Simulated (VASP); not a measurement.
# AlN (I4/mmm) in VASP: notebook, part 2 of 2

VASP 6.6.1. The steps go on from the part before.

## Step 5: Single point, PBE

This run uses another cell than the first one, of the same volume but with other edges.

The COD entry that gives the cell may itself be a prediction, so a difference from it is no test against experiment.

Contents of INCAR:

```
ALGO = Normal
EDIFF = 1E-6
ENCUT = 600
GGA = PE
GGA_COMPAT = F
ISIF = 2
ISMEAR = 0
LASPH = T
LCHARG = F
LREAL = F
LWAVE = F
NBANDS = 11
NELM = 120
PREC = Accurate
SIGMA = 0.05
```

Contents of KPOINTS:

```
k-points
0
Gamma
  8 8 8
```

Contents of POSCAR:

```
AlN
1.0
    0.0000000000      1.9002571542      2.1140360840
    1.9002571542      0.0000000000      2.1140360840
    1.9002571542      1.9002571542      0.0000000000
Al N
1 1
Direct
    0.0000000000      0.0000000000      0.0000000000
    0.5000000000      0.5000000000      0.5000000000
```

Potentials or basis: VASP PAW PBE potentials, release 64 (Al, N).

Started as:

```
> cat potpaw_PBE.64/Al/POTCAR potpaw_PBE.64/N/POTCAR > POTCAR
> mpirun -np 1 vasp_std > vasp.out
```

OUTCAR:

```text
EDIFF = 1E-6
   ENCUT = 600
   GGA = PE
   ISIF = 2
   ISMEAR = 0
   LASPH = T
   LREAL = F
   NELM = 120
   PREC = Accurate

 ion  position               nearest neighbor table
   1  0.000  0.000  0.000-   2 1.90   2 1.90   2 1.90   2 1.90   2 2.11   2 2.11
   2  0.500  0.500  0.500-   1 1.90   1 1.90   1 1.90   1 1.90   1 2.11   1 2.11

  LATTYP: Found a body centered tetragonal cell.
 ALAT       =     2.6873694395
 C/A-ratio  =     1.5733125881

  Lattice vectors:

 A1 = (  -1.9002571542,   0.0000000000,   2.1140360840)
 A2 = (   1.9002571542,   0.0000000000,   2.1140360840)
[... 513 lines left out ...]
      7      22.9268      0.00000
      8      23.9629      0.00000
      9      28.4143      0.00000
     10      31.3849      0.00000
     11      32.0611      0.00000

 [... further k-points ...]
[... 5 lines left out ...]
  --------------------------------------------------------------------------------------
  -------------------------------------------------------------------------------------
  Total        4.8503397      4.8503397      0.7523882      0.0000000      0.0000000      0.0000000
  in kB      508.9974327    508.9974327     78.9560492      0.0000000      0.0000000      0.0000000
  external PRESSURE =     365.6503049 kB  Pullay stress =       0.0000000 kB

 VOLUME and BASIS-vectors are now :
 -----------------------------------------------------------------------------
  energy-cutoff  :      600.00
  volume of cell :       15.27
      direct lattice vectors                 reciprocal lattice vectors
     0.000000000  1.900257154  2.114036084    -0.263122283  0.263122283  0.236514411
     1.900257154  0.000000000  2.114036084     0.263122283 -0.263122283  0.236514411
     1.900257154  1.900257154  0.000000000     0.263122283  0.263122283 -0.236514411

 POSITION                                       TOTAL-FORCE (eV/Angst)
 -----------------------------------------------------------------------------------
      0.00000      0.00000      0.00000         0.000000     -0.000000     -0.000000
      1.90026      1.90026      2.11404         0.000000      0.000000      0.000000
 -----------------------------------------------------------------------------------
    total drift:                               -0.000000     -0.000000      0.000000

  FREE ENERGIE OF THE ION-ELECTRON SYSTEM (eV)
  ---------------------------------------------------
  free  energy   TOTEN  =       -14.2595212687 eV

  energy  without entropy=      -14.2595212687  energy(sigma->0) =      -14.25952127
```

OSZICAR:

```text
N       E                     dE             d eps       ncg     rms          rms(c)
DAV:   1     0.165344513164E+02    0.16534E+02   -0.44011E+03  1298   0.709E+02
DAV:   2    -0.152483525058E+02   -0.31783E+02   -0.29929E+02  1552   0.167E+02
DAV:   3    -0.161916904463E+02   -0.94334E+00   -0.94193E+00  1608   0.264E+01
DAV:   4    -0.161958988750E+02   -0.42084E-02   -0.42081E-02  1469   0.186E+00
DAV:   5    -0.161959346280E+02   -0.35753E-04   -0.35753E-04  1538   0.168E-01    0.815E+00
DAV:   6    -0.142973736553E+02    0.18986E+01   -0.73871E+00  1545   0.158E+01    0.292E+00
DAV:   7    -0.142665560122E+02    0.30818E-01   -0.26433E-01  1445   0.363E+00    0.193E+00
DAV:   8    -0.142599445856E+02    0.66114E-02   -0.17695E-02  1385   0.125E+00    0.379E-01
DAV:   9    -0.142594805795E+02    0.46401E-03   -0.17351E-03  1536   0.283E-01    0.167E-01
DAV:  10    -0.142595289929E+02   -0.48413E-04   -0.19207E-04  1485   0.970E-02    0.458E-02
DAV:  11    -0.142595212898E+02    0.77031E-05   -0.33352E-05  1538   0.369E-02    0.411E-03
DAV:  12    -0.142595212687E+02    0.21054E-07   -0.62159E-07   793   0.734E-03
   1 F= -.14259521E+02 E0= -.14259521E+02  d E =-.541624E-20
```

Run time: 7.7 s. Hardware: 1 thread of AMD EPYC 9R45 (Zen 5), shared host; peak memory 0.11 GiB.

Results:

| Quantity | Value |
| --- | --- |
| Free energy | -14.2595 eV |
| Pressure | 36.6 GPa |
| Band gap on the k mesh | 4.59 eV, indirect (least direct gap 6.21 eV) |

A k mesh can miss the band edges. PBE gaps usually lie below the measured ones, often by a third to a half.

## Step 6: Single point, PBE

This run uses another cell than the first one, of the same volume but with other edges.

Contents of INCAR:

```
SYSTEM = AlN
PREC     = Accurate       ! precision mode
ENCUT    = 600            ! plane-wave cutoff, eV
EDIFF    = 1E-6           ! SCF threshold, eV
ISMEAR   = 0              ! smearing method
SIGMA    = 0.05           ! smearing width, eV
LREAL    = .False.        ! projectors in reciprocal space
LASPH    = .True.         ! aspherical terms in the spheres
NELM     = 120            ! most SCF steps
ALGO     = Normal         ! electronic algorithm
ISIF     = 2              ! what is computed and relaxed
LWAVE    = .False.        ! write WAVECAR
LCHARG   = .False.        ! write CHGCAR
GGA      = PE             ! functional
NBANDS   = 11             ! bands
GGA_COMPAT= .False.
```

Contents of KPOINTS:

```
Automatic mesh
0
Gamma
  8 8 8
  0 0 0
```

Contents of POSCAR:

```
AlN
1.0
    0.0000000000      1.8793735167      2.1612795443
    1.8793735167      0.0000000000      2.1612795443
    1.8793735167      1.8793735167      0.0000000000
Al N
1 1
Direct
    0.0000000000      0.0000000000      0.0000000000
    0.5000000000      0.5000000000      0.5000000000
```

Potentials or basis: VASP PAW PBE potentials, release 64 (Al, N).

Started as:

```
> cat potpaw_PBE.64/Al/POTCAR potpaw_PBE.64/N/POTCAR > POTCAR
> mpirun -np 1 vasp_std > vasp.out
```

OUTCAR:

```text
SYSTEM = AlN
   PREC = Accurate
   ENCUT = 600
   EDIFF = 1E-6
   ISMEAR = 0
   LREAL = .False.
   LASPH = .True.
   NELM = 120
   ISIF = 2
   GGA = PE

 ion  position               nearest neighbor table
   1  0.000  0.000  0.000-   2 1.88   2 1.88   2 1.88   2 1.88   2 2.16   2 2.16
   2  0.500  0.500  0.500-   1 1.88   1 1.88   1 1.88   1 1.88   1 2.16   1 2.16

  LATTYP: Found a body centered tetragonal cell.
 ALAT       =     2.6578355161
 C/A-ratio  =     1.6263455968

  Lattice vectors:

 A1 = (  -1.8793735167,   0.0000000000,   2.1612795443)
 A2 = (   1.8793735167,   0.0000000000,   2.1612795443)
 A3 = (   0.0000000000,   1.8793735167,  -2.1612795443)

Analysis of symmetry for initial positions (statically):
=====================================================================
 Subroutine PRICEL returns:
 Original cell was already a primitive cell.

 Routine SETGRP: Setting up the symmetry group for a
 body centered tetragonal supercell.

 Subroutine GETGRP returns: Found 16 space group operations
 (whereof 16 operations were pure point group operations)
 out of a pool of 16 trial point group operations.

The static configuration has the point symmetry D_4h.

Analysis of symmetry for dynamics (positions and initial velocities):
=====================================================================
 Subroutine PRICEL returns:
 Original cell was already a primitive cell.

 Routine SETGRP: Setting up the symmetry group for a
 body centered tetragonal supercell.

 Subroutine GETGRP returns: Found 16 space group operations
 (whereof 16 operations were pure point group operations)
 out of a pool of 16 trial point group operations.

The dynamic configuration has the point symmetry D_4h.

 Subroutine INISYM returns: Found 16 space group operations
 (whereof 16 operations are pure point group operations),
 and found     1 'primitive' translations

----------------------------------------------------------------------------------------

                                     Primitive cell

  volume of cell :      15.2675

  direct lattice vectors                    reciprocal lattice vectors
     0.000000000  1.879373517  2.161279544    -0.266046103  0.266046103  0.231344437
     1.879373517  0.000000000  2.161279544     0.266046103 -0.266046103  0.231344437
     1.879373517  1.879373517  0.000000000     0.266046103  0.266046103 -0.231344437

  length of vectors
     2.864118378  2.864118378  2.657835516     0.441680095  0.441680095  0.441680095

  position of ions in fractional coordinates (direct lattice)
     0.000000000  0.000000000  0.000000000
     0.500000000  0.500000000  0.500000000

  ion indices of the primitive-cell ions
   primitive index   ion index
                 1           1
                 2           2

----------------------------------------------------------------------------------------

 KPOINTS: Automatic mesh

Automatic generation of k-mesh.
 Grid dimensions read from file:
 generate k-points for:    8    8    8

 Generating k-lattice:

  Cartesian coordinates                     Fractional coordinates (reciprocal lattice)
    -0.033255763  0.033255763  0.028918055     0.125000000  0.000000000  0.000000000
     0.033255763 -0.033255763  0.028918055     0.000000000  0.125000000  0.000000000
     0.033255763  0.033255763 -0.028918055     0.000000000  0.000000000  0.125000000

  Length of vectors
     0.055210012  0.055210012  0.055210012

  Shift w.r.t. Gamma in fractional coordinates (k-lattice)
     0.000000000  0.000000000  0.000000000

 Subroutine IBZKPT returns following result:
 ===========================================

 Found     59 irreducible k-points:

 Following reciprocal coordinates:
            Coordinates               Weight
  0.000000  0.000000  0.000000      1.000000
  0.125000  0.000000  0.000000      8.000000
  0.250000  0.000000  0.000000      8.000000
  0.375000 -0.000000  0.000000      8.000000
  0.500000  0.000000  0.000000      4.000000
  0.125000  0.125000  0.000000      2.000000
[... 16 lines left out ...]
  0.250000  0.000000  0.125000     16.000000
  0.375000 -0.000000  0.125000     16.000000
 [... further k-points ...]
   k-points           NKPTS =     59   k-points in BZ     NKDIM =     59   number of bands    NBANDS=     11
   number of dos      NEDOS =    301   number of ions     NIONS =      2
   total plane-waves  NPLWV =  13824
   dimension x,y,z NGX =    24 NGY =   24 NGZ =   24
   dimension x,y,z NGXF=    48 NGYF=   48 NGZF=   48
   ions per type =               1   1
   NGX,Y,Z   is equivalent  to a cutoff of  13.93, 13.93, 15.01 a.u.
   NGXF,Y,Z  is equivalent  to a cutoff of  27.86, 27.86, 30.02 a.u.
 SYSTEM =  AlN
   PREC   = accura    normal or accurate (medium, high low for compatibility)
   ISTART =      0    job   : 0-new  1-cont  2-samecut
   ICHARG =      2    charge: 1-file 2-atom 10-const
   ISPIN  =      1    spin polarized calculation?
   LNONCOLLINEAR =      F non collinear calculations
   LSORBIT =      F    spin-orbit coupling
   LASPH  =      T    aspherical Exc in radial PAW
   ENCUT  =  600.0 eV  44.10 Ry    6.64 a.u.   5.72  5.72  5.31*2*pi/ulx,y,z
   NELM   =    120;   NELMIN=  2; NELMDL= -5     # of ELM steps
   EDIFF  = 0.1E-05   stopping-criterion for ELM
   LREAL  =      F    real-space projection
   EDIFFG = 0.1E-04   stopping-criterion for IOM
   NSW    =      0    number of steps for IOM
   IBRION =     -1    ionic relax: 0-MD 1-quasi-New 2-CG
   NFREE  =      0    steps in history (QN), initial steepest desc. (CG)
   ISIF   =      2    stress and relaxation
   ISYM   =      2    0-nonsym 1-usesym 2-fastsym
   POTIM  = 0.5000    time-step for ionic-motion
   TEBEG  =    0.0;   TEEND  =   0.0 temperature during run
   PSTRESS=    0.0 pullay stress
   NELECT =       8.0000    total number of electrons
   NUPDOWN=      -1.0000    fix difference up-down
   EMIN   =  10.00;   EMAX   =-10.00  energy-range for DOS
   EFERMI =   0.00;   METHOD = LEGACY
   ISMEAR =     0;   SIGMA  =   0.05  broadening in eV -4-tet -1-fermi 0-gaus
   EFERMI_NEDOS =   21; number of points for ismear=-14 and -15
   IALGO  =     38    algorithm
   IMIX   =      4    mixing-type and parameters
     AMIX     =   0.40;   BMIX     =  1.00
     AMIX_MAG =   1.60;   BMIX_MAG =  1.00
  volume/ion in A,a.u.               =       7.63        51.51
  Fermi-wavevector in a.u.,A,eV,Ry     =   1.319823  2.494104 23.700443  1.741933
  Thomas-Fermi vector in A             =   2.449694
   LORBIT       =      0    0 simple, 1 ext, 2 COOP (PROOUT), +10 PAW based schemes
   GGA     = PE    functional components
   LHFCALC =     F    Hartree Fock is set to
   AEXX    =    0.0000 exact exchange contribution
   IVDW    =     0    specifies the selected vdW correction
   LEPSILON=     F    determine dielectric tensor
   LRPA    =     F    only Hartree local field effects (RPA)
 non-spin polarized calculation
 Gauss-broadening in eV      SIGMA  =   0.05
  energy-cutoff  :      600.00
  volume of cell :       15.27
 maximum number of plane-waves:       524
   NGX = 11   NGY = 11   NGZ = 11

 number of electron       8.0000000 magnetization

 Free energy of the ion-electron system (eV)
  ---------------------------------------------------
  ext. energy  EPLUGINS =         0.00000000
  ---------------------------------------------------
  free energy    TOTEN  =       -14.15582345 eV

  energy without entropy =      -14.15582345  energy(sigma->0) =      -14.15582345

 E-fermi :  11.6190     XC(G=0): -12.6290

 val. band max:       11.3515422601   @ k =   0.0000   0.0000   0.0000
 cond. band min:      15.9091984987   @ k =   0.5000   0.0000   0.5000
 fundamental gap:      4.5576562386
 Fermi energy:        11.6189754525

 k-point     1 :       0.0000    0.0000    0.0000
  band No.  band energies     occupation
      1      -7.3336      2.00000
      2      10.7069      2.00000
      3      10.7069      2.00000
      4      11.3515      2.00000
      5      17.3183      0.00000
      6      22.3076      0.00000
      7      24.3385      0.00000
      8      24.3385      0.00000
      9      27.5799      0.00000
     10      27.7715      0.00000
     11      29.0830      0.00000
[... 309 lines left out ...]
 k-point    24 :       0.3750   -0.0000    0.1250
  band No.  band energies     occupation
      1      -4.7283      2.00000
      2       4.4171      2.00000
      3       9.2874      2.00000
      4       9.3581      2.00000
      5      18.0446      0.00000
      6      22.3750      0.00000
      7      23.2155      0.00000
      8      23.9384      0.00000
      9      28.4661      0.00000
     10      31.5810      0.00000
     11      32.2467      0.00000

 [... further k-points ...]
[... 5 lines left out ...]
  --------------------------------------------------------------------------------------
  -------------------------------------------------------------------------------------
  Total        5.6823180      5.6823180      0.3966843      0.0000000      0.0000000      0.0000000
  in kB      596.3057121    596.3057121     41.6282821      0.0000000      0.0000000      0.0000000
  external PRESSURE =     411.4132354 kB  Pullay stress =       0.0000000 kB

 VOLUME and BASIS-vectors are now :
 -----------------------------------------------------------------------------
  energy-cutoff  :      600.00
  volume of cell :       15.27
      direct lattice vectors                 reciprocal lattice vectors
     0.000000000  1.879373517  2.161279544    -0.266046103  0.266046103  0.231344437
     1.879373517  0.000000000  2.161279544     0.266046103 -0.266046103  0.231344437
     1.879373517  1.879373517  0.000000000     0.266046103  0.266046103 -0.231344437

 POSITION                                       TOTAL-FORCE (eV/Angst)
 -----------------------------------------------------------------------------------
      0.00000      0.00000      0.00000         0.000000     -0.000000     -0.000000
      1.87937      1.87937      2.16128        -0.000000      0.000000      0.000000
 -----------------------------------------------------------------------------------
    total drift:                               -0.000000     -0.000000      0.000000

  FREE ENERGIE OF THE ION-ELECTRON SYSTEM (eV)
  ---------------------------------------------------
  free  energy   TOTEN  =       -14.1558234464 eV

  energy  without entropy=      -14.1558234464  energy(sigma->0) =      -14.15582345
```

It took 7.9 s on 1 thread of AMD EPYC 9R45 (Zen 5), shared host; peak memory 0.11 GiB.

Results:

* Free energy: -14.1558 eV
* Pressure: 41.1 GPa
* Band gap on the k mesh: 4.56 eV, indirect (least direct gap 5.97 eV)

Levels at points of the mesh, in eV from the valence-band top:
```csv
k point,band 1,band 2,band 3,band 4,band 5,band 6,band 7,band 8,band 9
"(0.00, 0.00, 0.00)",-18.69,-0.64,-0.64,0.00,5.97,10.96,12.99,12.99,16.23
"(0.50, 0.00, 0.00)",-15.10,-9.18,-2.06,-1.32,5.57,10.93,13.18,13.68,16.99
"(0.50, 0.50, 0.00)",-14.97,-8.69,-2.64,-2.64,5.79,6.43,13.45,19.35,19.35
"(0.50, 0.00, 0.50)",-13.62,-8.05,-4.58,-2.77,4.56,4.78,15.09,15.39,20.24
```

A k mesh can miss the band edges. Expect the measured gap to be larger: semilocal functionals such as PBE lack the derivative discontinuity.

## Step 7: The runs side by side

| cell | gap on the mesh (eV) | pressure (GPa) |
| --- | --- | --- |
| a = 2.728, b = 2.728, c = 2.940 Å, angles 57.4, 57.4, 65.2°, 2 atoms | 3.77 | 47.9 |
| a = 2.739, b = 2.739, c = 2.898 Å, angles 58.1, 58.1, 63.9°, 2 atoms | 4.11 | 39.3 |
| a = 2.753, b = 2.753, c = 2.858 Å, angles 58.7, 58.7, 62.5°, 2 atoms | 4.46 | 33.9 |
| a = 2.843, b = 2.843, c = 2.687 Å, angles 61.8, 61.8, 56.4°, 2 atoms | 4.59 | 36.6 |
| a = 2.864, b = 2.864, c = 2.658 Å, angles 62.4, 62.4, 55.3°, 2 atoms | 4.56 | 41.1 |

Alike in all rows: task single point; level PBE; potentials or basis VASP PAW PBE potentials, release 64 (Al, N); no spin polarisation; k mesh 8 × 8 × 8; cutoff (eV) 600; smearing gaussian 0.05 eV.

Total energies depend on the potentials used, so only differences within one code and one set of settings carry meaning.
